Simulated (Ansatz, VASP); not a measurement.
# One calculation of Cu, two programs

INCAR

```
ALGO = Normal ; EDIFF = 1E-6
ENCUT = 820 ; GGA = PE
GGA_COMPAT = False ; ISIF = 2
ISMEAR = 0 ; LASPH = True
LCHARG = True ; LELF = True
LREAL = False ; LVHAR = True
LWAVE = False ; NBANDS = 16
NELM = 120 ; PREC = Accurate
SIGMA = 0.027000000000000003
```

File KPOINTS:

```
k-points
0
Gamma
  13 13 13
```

File POSCAR:

```
Cu
1.0
   -1.4427933200      1.4427933200      1.3760814500
    1.4427933200     -1.4427933200      1.3760814500
    1.4427933200      1.4427933200     -1.3760814500
Cu
1
Direct
    0.0000000000      0.0000000000      0.0000000000
```

File input.yaml:

```yaml
crystal:
  lattice:
    - [-1.44279332, 1.44279332, 1.37608145]
    - [1.44279332, -1.44279332, 1.37608145]
    - [1.44279332, 1.44279332, -1.37608145]
  atoms:
    - { symbol: Cu, position: [0.0, 0.0, 0.0] }
hamiltonian:
  xc: pbe
  pseudopotentials: { kind: paw }
kpoints:
  mp_grid: { grid: [13, 13, 13] }
scf:
  occupations: { method: gaussian, width: 0.027 }
output:
  forces: true
  stress: true
  eigenvalues: true
```

Alike in both runs: task single point; functional PBE; k mesh 13 × 13 × 13; occupations gaussian, width 0.027 eV; no spin polarisation.

|  | VASP | Ansatz |
| --- | --- | --- |
| version | VASP 6.6.1 | Ansatz 0.2.0 |
| potentials or method | VASP PAW PBE potentials, release 64 (Cu_sv_GW) | Ansatz PAW |
| plane-wave cutoff (eV) | 820 | 420 |
| valence electrons in the cell | 19 | 19 |

|  | VASP | Ansatz | Ansatz less VASP |
| --- | --- | --- | --- |
| gap on the k mesh at the Fermi level (eV) | none | none | - |
| pressure (GPa) | 6.4 | 7.2 | +0.87 |
| traceless stress, the component that is largest in VASP (GPa) | 0.18 | 0.18 | -0.008 |

A gap of «none» marks a metal or a gap that the smearing closes. With one functional, cell and mesh, what is left measures potentials, basis and numerics.
